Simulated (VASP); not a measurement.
**KBr: single point with PBEsol**

The system is KBr.

```xyz
2
Lattice="0.0000 3.5559 3.0291 3.5559 0.0000 3.0291 3.5559 3.5559 0.0000" Properties=species:S:1:pos:R:3 pbc="T T T"
K     0.0000    0.0000    0.0000
Br    3.5559    3.5559    3.0291
```

This cell differs from its parent crystal: strain +0.080 along x and y, -0.080 along z.

```
Program             : VASP 6.6.1
Task                : single point
Functional          : PBEsol
Potentials or basis : VASP PAW PBE potentials, release 64 (K_sv, Br)
Cutoff              : 520 eV
k mesh              : 6 × 6 × 6
Occupations         : gaussian, width 0.05 eV
Spin                : no spin polarisation
```

```json
{
 "Pressure": "0.1 GPa",
 "Band gap on the k mesh": "4.05 eV, direct"
}
```

Stress tensor (GPa, compression positive):
```
-1.62  0.00  0.00
 0.00 -1.62  0.00
 0.00  0.00  3.46
```

Levels at points of the mesh, in eV from the valence-band top:
```csv
k point,band 6,band 7,band 8,band 9,band 10,band 11
"(0.00, 0.00, 0.00)",-0.08,-0.08,0.00,4.05,7.21,7.21
"(0.50, 0.00, 0.00)",-1.19,-0.39,-0.39,6.24,7.74,9.15
"(0.50, 0.50, 0.00)",-0.63,-0.46,-0.46,5.62,7.14,9.48
"(0.50, 0.00, 0.50)",-0.88,-0.25,-0.22,5.89,6.72,8.62
```

Wall time 21 s on 1 thread of Intel(R) Xeon(R) Platinum 8488C (Sapphire Rapids), on a shared host, peak memory 0.22 GiB.

Caveat: the cell differs from its parent crystal (strain +0.080 along x and y, -0.080 along z); the PAW data sets were made with another functional, which shifts forces and pressure a little.
